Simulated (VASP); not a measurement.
Input of a VASP 6.6.1 run:

File INCAR:

```
SYSTEM = K2AlPtC6N6
PREC     = Accurate       ! precision mode
ENCUT    = 520            ! plane-wave cutoff, eV
EDIFF    = 1E-6           ! SCF threshold, eV
ISMEAR   = 0              ! smearing method
SIGMA    = 0.1            ! smearing width, eV
LREAL    = Auto         
LASPH    = .True.         ! aspherical terms in the spheres
NELM     = 100            ! most SCF steps
ALGO     = Normal         ! electronic algorithm
ISIF     = 2              ! what is computed and relaxed
LWAVE    = .False.        ! write WAVECAR
LCHARG   = .False.        ! write CHGCAR
GGA      = PE             ! functional
NBANDS   = 56             ! bands
```

File KPOINTS:

```
regular mesh
0
Gamma
  4 4 4
  0 0 0
```

Contents of POSCAR:

```
K2AlPtC6N6
1.0
    0.0000000000      5.0495000000      5.0495000000
    5.0495000000      0.0000000000      5.0495000000
    5.0495000000      5.0495000000      0.0000000000
K Al Pt C N
2 1 1 6 6
Direct
    0.2500000000      0.2500000000      0.2500000000
    0.7500000000      0.7500000000      0.7500000000
    0.5000000000      0.5000000000      0.5000000000
    0.0000000000      0.0000000000      0.0000000000
    0.8101792300      0.1898207700      0.1898207700
    0.1898207700      0.8101792300      0.1898207700
    0.1898207700      0.1898207700      0.8101792300
    0.1898207700      0.8101792300      0.8101792300
    0.8101792300      0.1898207700      0.8101792300
    0.8101792300      0.8101792300      0.1898207700
    0.6943261700      0.3056738300      0.3056738300
    0.3056738300      0.6943261700      0.3056738300
    0.3056738300      0.3056738300      0.6943261700
    0.3056738300      0.6943261700      0.6943261700
    0.6943261700      0.3056738300      0.6943261700
    0.6943261700      0.6943261700      0.3056738300
```

Potentials or basis: VASP PAW PBE potentials, release 64 (K_sv, Al, Pt, C, N).

Launch:

```sh
$ cat potpaw_PBE.64/K_sv/POTCAR potpaw_PBE.64/Al/POTCAR potpaw_PBE.64/Pt/POTCAR potpaw_PBE.64/C/POTCAR potpaw_PBE.64/N/POTCAR > POTCAR
$ mpirun -np 1 vasp_std > vasp.out
```

Q: Predict the pressure.

A: 10.1 GPa.

Q: Predict the band gap on the k mesh.

A: Zero (an odd number of electrons rules out a gap without spin polarisation).

Q: Estimate the largest force.

A: 3.432 eV/Å.

Forces in eV/Å, atoms in the order of the input:
```
K    0.000  0.000  0.000
K    0.000  0.000  0.000
Al   0.000  0.000  0.000
Pt   0.000  0.000  0.000
C   -0.443  0.000  0.000
C    0.000 -0.443  0.000
C    0.000  0.000 -0.443
C    0.443  0.000  0.000
C    0.000  0.443  0.000
C    0.000  0.000  0.443
N    3.432  0.000  0.000
N    0.000  3.432  0.000
N    0.000  0.000  3.432
N   -3.432  0.000  0.000
N    0.000 -3.432  0.000
N    0.000  0.000 -3.432
```

Caveat: the cell stands under pressure; spin-orbit coupling is left out, which moves the levels of the heavy elements; forces of over 1 eV/Å act on the atoms, so gaps and moduli don't describe the material at rest.
